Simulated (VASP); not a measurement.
MnO2: single point with LDA

The system is MnO2.

```xyz
3
Lattice="2.6737 0.0000 0.0000 -1.3369 2.3155 0.0000 0.0000 0.0000 4.3068" Properties=species:S:1:pos:R:3 pbc="T T T"
Mn    0.0000    0.0000    2.1534
O     1.3369    0.7718    1.2650
O     0.0000    1.5437    3.0419
```

```yaml
Program: VASP 6.6.1
Task: single point
Functional: LDA
Potentials_or_basis: VASP PAW LDA potentials, release 64 (Mn_pv, O)
Cutoff: 520 eV
k_mesh: 11 × 11 × 6
Occupations: fermi-dirac, width 0.03 eV
Spin: collinear spin, ferromagnetic start
Starting_moments: "[4.0, 0.0, 0.0] μB"
Dipole_correction: no
Further_INCAR_settings: ALGO = Normal; EDIFF = 1e-06; NBANDS = 24
```

```
Pressure                                              : 50.4 GPa
Largest force                                         : 3.283 eV/Å
Net moment                                            : 2.86 μB per cell
Site moments                                          : Mn +2.52; O +0.12 μB
Valence electrons inside the program's atomic spheres : Mn 12.38; O 5.09
```

Forces in eV/Å, atoms in the order of the input:
```
Mn   0.000  0.000  0.000
O    0.000  0.000 -3.283
O    0.000  0.000  3.283
```

Stress tensor (GPa, compression positive):
```
58.06  0.00  0.00
 0.00 58.06  0.00
 0.00  0.00 35.03
```

Levels at points of the mesh, in eV from the Fermi level:
Spin up:
```
           k point  band 12  band 13  band 14  band 15  band 16  band 17
(0.00, 0.00, 0.00)    -2.38    -2.31    -0.26     3.38     3.38     7.87
(0.00, 0.00, 0.50)    -2.45    -2.45     0.24     3.46     3.46     9.68
```
Spin down:
| k point | band 9 | band 10 | band 11 | band 12 | band 13 | band 14 |
| --- | --- | --- | --- | --- | --- | --- |
| (0.00, 0.00, 0.00) | -2.12 | -2.12 | -1.98 | -0.33 | -0.33 | 1.90 |
| (0.00, 0.00, 0.50) | -3.85 | -2.18 | -2.18 | -0.35 | -0.35 | 2.24 |

Wall time 62 s on 1 thread of AMD EPYC 7R13 Processor (Zen 3), with other jobs on the host, peak memory 0.16 GiB.

Caveat: the cell stands under pressure; a cell with one magnetic atom can't hold antiferromagnetic order, which such compounds often take; semilocal functionals often make such compounds metallic where correlation or magnetic order opens a gap, which also shifts bond lengths; forces of over 1 eV/Å act on the atoms, so gaps and moduli don't describe the material at rest. With open d or f shells a metallic result of LDA can be an artefact of self-interaction; +U or a hybrid may open a gap.
